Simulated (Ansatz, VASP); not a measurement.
Ti2Co: VASP beside Ansatz

```
CELL_PARAMETERS angstrom
0.00000 3.36500 3.36500
3.36500 0.00000 3.36500
3.36500 3.36500 0.00000
ATOMIC_POSITIONS crystal
Ti 0.12500 0.12500 0.12500
Ti 0.62500 0.12500 0.12500
Ti 0.12500 0.12500 0.62500
Ti 0.12500 0.62500 0.12500
Co 0.50000 0.50000 0.50000
Co 0.75000 0.75000 0.75000
```

Alike in both runs: task single point; functional r2SCAN; k mesh 5 × 5 × 5; occupations gaussian, width 0.05 eV; collinear spin.

```csv
,VASP,Ansatz
version,VASP 6.6.1,Ansatz 0.2.0
potentials or method,"VASP PAW PBE potentials, release 64 (Ti_sv, Co), cutoff 520 eV","scalar-relativistic, plane waves, PAW"
valence electrons in the cell,66,82
```

```csv
,VASP,Ansatz,Ansatz less VASP
gap on the k mesh at the Fermi level (eV),none,none,-
pressure (GPa),25.3,23.5,-1.78
net moment per atom (μB),0.22,0.53,+0.304
size of the moment on the site where the two differ most (μB),0.27,0.15,-0.125
```

The net moments are unlike, so the other rows may belong to different states. VASP's potentials were made for PBE, not for r2SCAN. Site moments also hang on the region over which each program counts them. A gap of «none» marks a metal or a gap that the smearing closes. VASP's potentials hold 66 valence electrons a cell and Ansatz's 82, so a difference there can come from the potentials and not from the codes. Ansatz's warnings: stability check not made.
